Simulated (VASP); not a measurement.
# Zr8N in VASP: a series of runs

Runs on Zr8N. Level: PBE+D3(BJ). Tasks: single point.

Program: VASP 6.6.1. These are calculated values, not measurements. Logs are shortened: lines on timing, memory, paths and dates and some standing lists are left out, and cuts for length are marked.

## 1. The cell of the first run

The cell holds a slab with vacuum, 18 atoms: a = 6.366 Å, b = 6.366 Å, c = 26.339 Å, α = 90.00°, β = 90.00°, γ = 120.00°.

## 2. Single point, PBE+D3(BJ)

Contents of INCAR:

```
PREC     = Accurate       # precision mode
ENCUT    = 520            # plane-wave cutoff, eV
EDIFF    = 1E-6           # SCF threshold, eV
ISMEAR   = 0              # smearing method
SIGMA    = 0.1            # smearing width, eV
LREAL    = Auto         
LASPH    = True           # aspherical terms in the spheres
NELM     = 100            # most SCF steps
ALGO     = Fast           # electronic algorithm
ISIF     = 2              # what is computed and relaxed
LWAVE    = False          # write WAVECAR
LCHARG   = False          # write CHGCAR
LDIPOL   = True         
IDIPOL   = 3            
DIPOL    = 0.5 0.5 0.329
GGA      = PE             # functional
IVDW     = 12             # dispersion correction
NBANDS   = 116            # bands
```

Contents of KPOINTS:

```
regular mesh
0
Gamma
  6 6 1
```

Contents of POSCAR:

```
Zr8N
1.0
    6.3664247930      0.0000000000      0.0000000000
   -3.1832123965      5.5134856020      0.0000000000
    0.0000000000      0.0000000000     26.3387889958
Zr N
16 2
Direct
    0.3333333333      0.1666666667      0.1518672708
    0.3333333333      0.6666666667      0.1518672708
    0.8333333333      0.1666666667      0.1518672708
    0.8333333333      0.6666666667      0.1518672708
    0.1666666667      0.3333333333      0.2489701510
    0.1666666667      0.8333333333      0.2489701510
    0.6666666667      0.3333333333      0.2489701510
    0.6666666667      0.8333333333      0.2489701510
    0.3333333333      0.1666666667      0.3487109194
    0.3333333333      0.6666666667      0.3487109194
    0.8333333333      0.1666666667      0.3487109194
    0.8333333333      0.6666666667      0.3487109194
    0.1666666667      0.3333333333      0.4418877799
    0.1666666667      0.8333333333      0.4418877799
    0.6666666667      0.3333333333      0.4418877799
    0.6666666667      0.8333333333      0.4418877799
    0.3333333333      0.4166666667      0.5557882330
    0.3333333333      0.4166666667      0.5975517325
```

Potentials or basis: VASP PAW PBE potentials, release 64 (Zr_sv, N).

Started as:

```console
$ cat potpaw_PBE.64/Zr_sv/POTCAR potpaw_PBE.64/N/POTCAR > POTCAR
$ mpirun -np 1 vasp_std > vasp.out
```

OUTCAR:

```text
PREC = Accurate
   ENCUT = 520
   EDIFF = 1E-6
   ISMEAR = 0
   LREAL = Auto
   LASPH = True
   NELM = 100
   ISIF = 2
   GGA = PE
   IVDW = 12
 IVDW          = 12

 ion  position               nearest neighbor table
   1  0.333  0.167  0.152-   5 3.15   6 3.15   7 3.15   4 3.18   2 3.18   2 3.18   4 3.18   3 3.18
                             3 3.18
   2  0.333  0.667  0.152-   6 3.15   5 3.15   8 3.15   3 3.18   1 3.18   1 3.18   3 3.18   4 3.18
                             4 3.18
   3  0.833  0.167  0.152-   7 3.15   8 3.15   5 3.15   4 3.18   2 3.18   4 3.18   2 3.18   1 3.18
                             1 3.18
   4  0.833  0.667  0.152-   8 3.15   7 3.15   6 3.15   3 3.18   1 3.18   3 3.18   1 3.18   2 3.18
                             2 3.18
   5  0.167  0.333  0.249-   1 3.15   2 3.15   3 3.15   6 3.18   8 3.18   6 3.18   8 3.18   7 3.18
                             7 3.18   9 3.21  10 3.21  11 3.21
   6  0.167  0.833  0.249-   2 3.15   1 3.15   4 3.15   5 3.18   7 3.18   5 3.18   7 3.18   8 3.18
                             8 3.18  10 3.21   9 3.21  12 3.21
   7  0.667  0.333  0.249-   3 3.15   4 3.15   1 3.15   6 3.18   8 3.18   8 3.18   6 3.18   5 3.18
                             5 3.18  11 3.21  12 3.21   9 3.21
   8  0.667  0.833  0.249-   4 3.15   3 3.15   2 3.15   5 3.18   7 3.18   7 3.18   5 3.18   6 3.18
                             6 3.18  12 3.21  11 3.21  10 3.21
   9  0.333  0.167  0.349-  13 3.07  14 3.07  15 3.07  12 3.18  10 3.18  10 3.18  12 3.18  11 3.18
                            11 3.18   5 3.21   6 3.21   7 3.21
  10  0.333  0.667  0.349-  14 3.07  13 3.07  16 3.07  11 3.18   9 3.18   9 3.18  11 3.18  12 3.18
                            12 3.18   6 3.21   5 3.21   8 3.21
  11  0.833  0.167  0.349-  15 3.07  16 3.07  13 3.07  12 3.18  10 3.18  12 3.18  10 3.18   9 3.18
                             9 3.18   7 3.21   8 3.21   5 3.21
  12  0.833  0.667  0.349-  16 3.07  15 3.07  14 3.07  11 3.18   9 3.18  11 3.18   9 3.18  10 3.18
                            10 3.18   8 3.21   7 3.21   6 3.21
  13  0.167  0.333  0.442-   9 3.07  10 3.07  11 3.07  14 3.18  16 3.18  14 3.18  16 3.18  15 3.18
                            15 3.18
  14  0.167  0.833  0.442-  10 3.07   9 3.07  12 3.07  13 3.18  15 3.18  13 3.18  15 3.18  16 3.18
                            16 3.18
  15  0.667  0.333  0.442-  11 3.07  12 3.07   9 3.07  14 3.18  16 3.18  16 3.18  14 3.18  13 3.18
                            13 3.18
  16  0.667  0.833  0.442-  12 3.07  11 3.07  10 3.07  13 3.18  15 3.18  15 3.18  13 3.18  14 3.18
                            14 3.18
  17  0.333  0.417  0.556-  18 1.10
  18  0.333  0.417  0.598-  17 1.10

  LATTYP: Found a hexagonal cell.
 ALAT       =     6.3664247930
 C/A-ratio  =     4.1371397373

  Lattice vectors:

 A1 = (   6.3664247930,   0.0000000000,   0.0000000000)
 A2 = (  -3.1832123965,   5.5134856020,   0.0000000000)
 A3 = (   0.0000000000,   0.0000000000,  26.3387889958)

Analysis of symmetry for initial positions (statically):
=====================================================================
 Subroutine PRICEL returns:
 Original cell was already a primitive cell.

 Routine SETGRP: Setting up the symmetry group for a
 hexagonal supercell.

 Subroutine GETGRP returns: Found  2 space group operations
 (whereof  1 operations were pure point group operations)
 out of a pool of 24 trial point group operations.

The static configuration has the point symmetry C_1 .
 The point group associated with its full space group is C_1h.

Analysis of symmetry for dynamics (positions and initial velocities):
=====================================================================
 Subroutine PRICEL returns:
 Original cell was already a primitive cell.

 Routine SETGRP: Setting up the symmetry group for a
 hexagonal supercell.

 Subroutine GETGRP returns: Found  2 space group operations
 (whereof  1 operations were pure point group operations)
 out of a pool of 24 trial point group operations.

The dynamic configuration has the point symmetry C_1 .
 The point group associated with its full space group is C_1h.

 Subroutine INISYM returns: Found  2 space group operations
 (whereof  1 operations are pure point group operations),
 and found     1 'primitive' translations

----------------------------------------------------------------------------------------

                                     Primitive cell

  volume of cell :     924.5229

  direct lattice vectors                    reciprocal lattice vectors
     6.366424793  0.000000000  0.000000000     0.157074030  0.090686734  0.000000000
    -3.183212397  5.513485602  0.000000000     0.000000000  0.181373467  0.000000000
     0.000000000  0.000000000 26.338788996     0.000000000  0.000000000  0.037966818

[... 72 lines left out ...]
  0.000000  0.000000  0.000000      1.000000
  0.166667  0.000000  0.000000      2.000000
  0.000000  0.166667  0.000000      4.000000
  0.333333  0.000000  0.000000      2.000000
  0.000000  0.333333  0.000000      4.000000
  0.500000  0.000000  0.000000      1.000000
  0.000000  0.500000  0.000000      2.000000
  0.166667  0.166667  0.000000      4.000000
 -0.166667  0.333333  0.000000      2.000000
  0.333333  0.166667  0.000000      4.000000
 -0.166667  0.500000  0.000000      4.000000
  0.500000  0.333333  0.000000      4.000000
  0.333333  0.333333  0.000000      2.000000
   k-points           NKPTS =     13   k-points in BZ     NKDIM =     13   number of bands    NBANDS=    116
   number of dos      NEDOS =    301   number of ions     NIONS =     18
   total plane-waves  NPLWV = 451584
   dimension x,y,z NGX =    48 NGY =   48 NGZ =  196
   dimension x,y,z NGXF=    96 NGYF=   96 NGZF=  392
   ions per type =              16   2
   NGX,Y,Z   is equivalent  to a cutoff of  12.53, 12.53, 12.37 a.u.
   NGXF,Y,Z  is equivalent  to a cutoff of  25.07, 25.07, 24.74 a.u.
 SYSTEM =  unknown system
   PREC   = accura    normal or accurate (medium, high low for compatibility)
   ISTART =      0    job   : 0-new  1-cont  2-samecut
   ICHARG =      2    charge: 1-file 2-atom 10-const
   ISPIN  =      1    spin polarized calculation?
   LNONCOLLINEAR =      F non collinear calculations
   LSORBIT =      F    spin-orbit coupling
   LASPH  =      T    aspherical Exc in radial PAW
   ENCUT  =  520.0 eV  38.22 Ry    6.18 a.u.  11.84 11.84 48.97*2*pi/ulx,y,z
   NELM   =    100;   NELMIN=  2; NELMDL= -5     # of ELM steps
   EDIFF  = 0.1E-05   stopping-criterion for ELM
   LREAL  =      T    real-space projection
   EDIFFG = 0.1E-04   stopping-criterion for IOM
   NSW    =      0    number of steps for IOM
   IBRION =     -1    ionic relax: 0-MD 1-quasi-New 2-CG
   NFREE  =      0    steps in history (QN), initial steepest desc. (CG)
   ISIF   =      2    stress and relaxation
   ISYM   =      2    0-nonsym 1-usesym 2-fastsym
   POTIM  = 0.5000    time-step for ionic-motion
   TEBEG  =    0.0;   TEEND  =   0.0 temperature during run
   PSTRESS=    0.0 pullay stress
   NELECT =     202.0000    total number of electrons
   NUPDOWN=      -1.0000    fix difference up-down
   EMIN   =  10.00;   EMAX   =-10.00  energy-range for DOS
   EFERMI =   0.00;   METHOD = LEGACY
   ISMEAR =     0;   SIGMA  =   0.10  broadening in eV -4-tet -1-fermi 0-gaus
   EFERMI_NEDOS =   21; number of points for ismear=-14 and -15
   IALGO  =     68    algorithm
   IMIX   =      4    mixing-type and parameters
     AMIX     =   0.40;   BMIX     =  1.00
     AMIX_MAG =   1.60;   BMIX_MAG =  1.00
  volume/ion in A,a.u.               =      51.36       346.61
  Fermi-wavevector in a.u.,A,eV,Ry     =   0.986021  1.863309 13.228087  0.972237
  Thomas-Fermi vector in A             =   2.117371
   LORBIT       =      0    0 simple, 1 ext, 2 COOP (PROOUT), +10 PAW based schemes
   GGA     = PE    functional components
   LHFCALC =     F    Hartree Fock is set to
   AEXX    =    0.0000 exact exchange contribution
   IVDW    =    12    specifies the selected vdW correction
   LEPSILON=     F    determine dielectric tensor
   LRPA    =     F    only Hartree local field effects (RPA)
 non-spin polarized calculation
 RMM-DIIS sequential band-by-band and
 Gauss-broadening in eV      SIGMA  =   0.10
  energy-cutoff  :      520.00
  volume of cell :      924.52
 maximum number of plane-waves:     24930
   NGX = 23   NGY = 23   NGZ = 97

 dipolmoment           0.000000      0.000000      0.201920 electrons x Angstroem

 number of electron     202.0000001 magnetization

 dipolmoment           0.000000      0.000000     -0.031820 electrons x Angstroem

 Free energy of the ion-electron system (eV)
  ---------------------------------------------------
  ext. energy  EPLUGINS =         0.00000000
  ---------------------------------------------------
  free energy    TOTEN  =      -145.68829085 eV

  energy without entropy =     -145.54379439  energy(sigma->0) =     -145.61604262

 E-fermi :   1.4267     XC(G=0):  -5.4523

 val. band max:        1.4251427429   @ k =   0.0000   0.5000   0.0000
 cond. band min:       1.4290590708   @ k =   0.0000   0.1667   0.0000
 fundamental gap:      0.0039163280
 Fermi energy:         1.4267235072

 k-point     1 :       0.0000    0.0000    0.0000
  band No.  band energies     occupation
      1     -47.5238      2.00000
      2     -47.4893      2.00000
      3     -47.4207      2.00000
      4     -47.4202      2.00000
      5     -47.4175      2.00000
      6     -47.3899      2.00000
[... 1497 lines left out ...]
    112       1.7195      0.00003
    113       1.8806      0.00000
 [bands above 113 left out]

------------------------ aborting loop because EDIFF is reached ----------------------------------------

 vacuum level on the upper side and lower side of the slab       (xc-potential included)        -0.182        -0.017

 Edisp (eV)   -6.71134

 E8    (eV) :    -3.5229

  FORCE on cell =-STRESS in cart. coord.  units (eV):
  Direction    XX          YY          ZZ          XY          YZ          ZX
  --------------------------------------------------------------------------------------
  -------------------------------------------------------------------------------------
  Total      -6.89192    -6.80499    -1.49785    -0.07528    -0.17199    -0.29789
  in kB     -11.94354   -11.79290    -2.59574    -0.13046    -0.29805    -0.51623
  external pressure =       -8.78 kB  Pullay stress =        0.00 kB

 VOLUME and BASIS-vectors are now :
 -----------------------------------------------------------------------------
  energy-cutoff  :      520.00
  volume of cell :      924.52
      direct lattice vectors                 reciprocal lattice vectors
     6.366424793  0.000000000  0.000000000     0.157074030  0.090686734  0.000000000
    -3.183212397  5.513485602  0.000000000     0.000000000  0.181373467  0.000000000
     0.000000000  0.000000000 26.338788996     0.000000000  0.000000000  0.037966818

 POSITION                                       TOTAL-FORCE (eV/Angst)
 -----------------------------------------------------------------------------------
      1.59161      0.91891      4.00000         0.003379     -0.013645      0.398660
     -0.00000      3.67566      4.00000        -0.010127      0.009748      0.398660
      4.77482      0.91891      4.00000        -0.004964     -0.002866      0.387858
      3.18321      3.67566      4.00000         0.007001      0.004042      0.401312
      0.00000      1.83783      6.55757        -0.013314     -0.007687     -0.444218
     -1.59161      4.59457      6.55757        -0.000395     -0.000228     -0.395708
[... 10 lines left out ...]
      0.79580      2.29729     14.63879        -0.240523     -0.138866     -2.848909
      0.79580      2.29729     15.73879         0.086571      0.049982      2.670319
 -----------------------------------------------------------------------------------
    total drift:                               -0.000055     -0.000021     -0.005552

  FREE ENERGIE OF THE ION-ELECTRON SYSTEM (eV)
  ---------------------------------------------------
  free  energy   TOTEN  =      -152.3996289660 eV

  energy  without entropy=     -152.2551325054  energy(sigma->0) =     -152.32738074

 vacuum level on the upper side and lower side of the slab         5.377         5.543
```

It took 2.8 h on 1 thread of Oxide Virtual Turin-like, shared host; peak memory 1.4 GiB.

Results:

| Property | Result |
| --- | --- |
| Free energy | -152.3996 eV |
| Largest force | 2.862 eV/Å |
| Band gap on the k mesh | zero (bands 101 and 102 overlap by 1.14 eV) |
| Dispersion energy per atom | -0.373 eV |

Forces on the atoms (eV/Å):
```
Zr   0.003 -0.014  0.399
Zr  -0.010  0.010  0.399
Zr  -0.005 -0.003  0.388
Zr   0.007  0.004  0.401
Zr  -0.013 -0.008 -0.444
Zr   0.000  0.000 -0.396
Zr   0.016 -0.006 -0.432
Zr   0.003  0.017 -0.432
Zr   0.001  0.056  0.050
Zr   0.049 -0.027  0.050
Zr  -0.030 -0.017 -0.051
Zr  -0.046 -0.026  0.022
Zr   0.085  0.049  0.446
Zr  -0.007 -0.004 -0.079
Zr   0.073 -0.011 -0.071
Zr   0.027  0.069 -0.071
N   -0.241 -0.139 -2.849
N    0.087  0.050  2.670
```

Levels at points of the mesh, in eV from the Fermi level:
```
           k point  band 97  band 98  band 99  band 100  band 101  band 102
(0.00, 0.00, 0.00)     0.02     0.04     0.17      0.56      0.68      0.78
(0.50, 0.00, 0.00)    -0.58    -0.38    -0.34     -0.29     -0.29     -0.18
(0.00, 0.50, 0.00)    -0.59    -0.38    -0.33     -0.29     -0.28     -0.19
```

Caveat: the standard files for N, O and F lose accuracy on very short bonds.

## 3. Single point, PBE+D3(BJ)

Contents of INCAR:

```
SYSTEM = Zr8N
PREC = Accurate
ENCUT = 520
EDIFF = 1E-6
ISMEAR = 0
SIGMA = 0.1
LREAL = Auto
LASPH = .TRUE.
NELM = 100
ALGO = Fast
ISIF = 2
LWAVE = .FALSE.
LCHARG = .TRUE.
LDIPOL = .TRUE.
IDIPOL = 3
DIPOL = 0.5 0.5 0.329
GGA = PE
IVDW = 12
LELF = .TRUE.
LVHAR = .TRUE.
LVACPOTAV = .TRUE.
NBANDS = 116
```

Contents of KPOINTS:

```
regular mesh
0
G
  6 6 1
  0 0 0
```

Changes to POSCAR since step 2:

```diff
@@ -24,3 +24,3 @@
     0.6666666667      0.8333333333      0.4418877799
-    0.3333333333      0.4166666667      0.5557882330
-    0.3333333333      0.4166666667      0.5975517325
+    0.1666666667      0.5833333333      0.5557882330
+    0.1666666667      0.5833333333      0.5975517325
```

Potentials or basis: VASP PAW PBE potentials, release 64 (Zr_sv, N).

Started as:

```console
$ cat potpaw_PBE.64/Zr_sv/POTCAR potpaw_PBE.64/N/POTCAR > POTCAR
$ mpirun -np 1 vasp_std > vasp.out
```

Wall time 2.8 h (1 thread of Oxide Virtual Turin-like, shared host); peak memory 1.4 GiB.

It converged, with:

```
Free energy                     : -152.3421 eV
Largest force                   : 2.678 eV/Å
Band gap on the k mesh          : zero (bands 101 and 102 overlap by 1.14 eV)
Dispersion energy per atom      : -0.373 eV
Work function of the upper face : 4.01 eV
Work function of the lower face : 4.21 eV
```

Forces in eV/Å, atoms in the order of the input:
```
Zr   0.004  0.002  0.387
Zr   0.014  0.008  0.391
Zr   0.004 -0.009  0.403
Zr  -0.006  0.008  0.403
Zr   0.001 -0.024 -0.433
Zr  -0.020  0.013 -0.433
Zr  -0.020 -0.012 -0.440
Zr  -0.001  0.000 -0.396
Zr   0.028  0.016 -0.033
Zr  -0.045 -0.026  0.070
Zr   0.014  0.059  0.045
Zr   0.058 -0.017  0.045
Zr  -0.023 -0.045  0.116
Zr  -0.051  0.002  0.116
Zr  -0.062 -0.036 -0.105
Zr   0.080  0.046 -0.085
N    0.041  0.023 -2.677
N   -0.016 -0.009  2.624
```

Levels at points of the mesh, in eV from the Fermi level:
| k point | band 96 | band 97 | band 98 | band 99 | band 100 | band 101 | band 102 | band 103 |
| --- | --- | --- | --- | --- | --- | --- | --- | --- |
| (0.00, 0.00, 0.00) | 0.02 | 0.02 | 0.04 | 0.18 | 0.56 | 0.68 | 0.78 | 0.78 |
| (0.50, 0.00, 0.00) | -0.63 | -0.60 | -0.36 | -0.32 | -0.29 | -0.29 | -0.20 | -0.14 |
| (0.00, 0.50, 0.00) | -0.63 | -0.59 | -0.39 | -0.33 | -0.29 | -0.29 | -0.18 | -0.14 |

Caveat: the standard files for N, O and F lose accuracy on very short bonds.
